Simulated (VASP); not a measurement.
Ti: single point with PBEsol

Crystal: Ti.

```
Ti
1.0
    -0.00040    2.02774    2.02774
     2.02774   -0.00040    2.02774
     2.02774    2.02774   -0.00040
Ti
1
Direct
  0.00000 0.00000 0.00000
```

This isn't the form of Ti at room conditions, which is hcp.

* Program: VASP 6.6.1
* Task: single point
* Functional: PBEsol
* Potentials or basis: VASP PAW PBE potentials, release 64 (Ti_sv)
* Cutoff: 520 eV
* k mesh: 18 × 18 × 18, shifted
* Occupations: gaussian, width 0.1 eV
* Spin: no spin polarisation

The pressure is -0.3 GPa and the band gap on the k mesh is zero (bands 6 and 7 overlap by 1.31 eV).

Levels at points of the mesh, in eV from the Fermi level:
| k point | band 4 | band 5 | band 6 | band 7 | band 8 | band 9 |
| --- | --- | --- | --- | --- | --- | --- |
| (0.03, 0.03, 0.03) | -32.32 | -6.17 | 0.88 | 0.91 | 0.91 | 2.61 |

Wall time 8.5 min on 1 thread of Intel Xeon 8259CL (shared host), peak memory 0.6 GiB.

Caveat: the PAW data sets were made with another functional, which shifts forces and pressure a little.
